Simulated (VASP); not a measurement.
Pb, 2 atoms in the cell. It takes space group Fd-3m (No. 227, cubic). The conventional cell has a = 6.785 Å, b = 6.785 Å, c = 6.785 Å, α = 90.00°, β = 90.00°, γ = 90.00°. Within 3.9 Å of Pb (site symmetry -43m) lie 4 Pb at 2.94 Å.  This cell differs from its parent crystal: volume scaled by 0.96.

| Quantity | Value |
| --- | --- |
| Program | VASP 6.6.1 |
| Task | electric field gradients |
| Functional | PBE |
| Potentials or basis | VASP PAW PBE potentials, release 64 (Pb_d) |
| Cutoff | 520 eV |
| k mesh | 8 × 8 × 8 |
| Occupations | fermi-dirac, width 0.05 eV |
| Spin | no spin polarisation |
| Dipole correction | no |
| Further INCAR settings | ALGO = Normal; EDIFF = 1e-08; NBANDS = 21 |

Potentials or basis: VASP PAW PBE potentials, release 64 (Pb_d).

The run is started by

```console
$ cat potpaw_PBE.64/Pb_d/POTCAR > POTCAR
$ mpirun -np 1 vasp_std > vasp.out
```

Hardware: 1 thread of Intel(R) Xeon(R) 6975P-C (Granite Rapids), with other jobs on the host.

Problem. Estimate the wall time of this run.

Solution. It took 17 s on 1 thread of Intel(R) Xeon(R) 6975P-C (Granite Rapids) (shared host), peak memory 0.21 GiB. Counts: scf iterations 15, k points 29.
